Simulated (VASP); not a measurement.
# Al2Au (sol): single point with PBEsol

Crystal: Al2Au (sol).

```
Al Au
1.0
     0.00000    3.00233    3.00233
     3.00233    0.00000    3.00233
     3.00233    3.00233    0.00000
Al Au
2 1
Direct
  0.25000 0.25000 0.25000
  0.75000 0.75000 0.75000
  0.00000 0.00000 0.00000
```

```yaml
Program: VASP 6.6.1
Task: single point
Functional: PBEsol
Potentials_or_basis: VASP PAW PBE potentials, release 64 (Al, Au)
Cutoff: 520 eV
k_mesh: 6 × 6 × 6
Occupations: gaussian, width 0.1 eV
Spin: no spin polarisation
```

```yaml
Pressure: -0.2 GPa
```

Levels at points of the mesh, in eV from the Fermi level:
```tsv
k point	band 5	band 6	band 7	band 8	band 9	band 10	band 11	band 12	band 13	band 14
(0.00, 0.00, 0.00)	-5.51	-5.51	2.38	3.04	3.04	3.04	4.04	4.04	4.04	5.84
(0.50, 0.00, 0.00)	-5.40	-5.40	-5.34	0.48	0.48	3.37	3.70	3.93	3.93	8.94
(0.50, 0.50, 0.00)	-5.67	-5.21	-4.91	-1.99	-1.99	1.40	2.15	7.77	9.92	9.92
```

Wall time 14 s on 1 thread of Intel Xeon 6975P-C, on a shared host, peak memory 0.18 GiB.

Caveat: the PAW data sets were made with another functional, which shifts forces and pressure a little; spin-orbit coupling is left out, which moves the levels of the heavy elements.
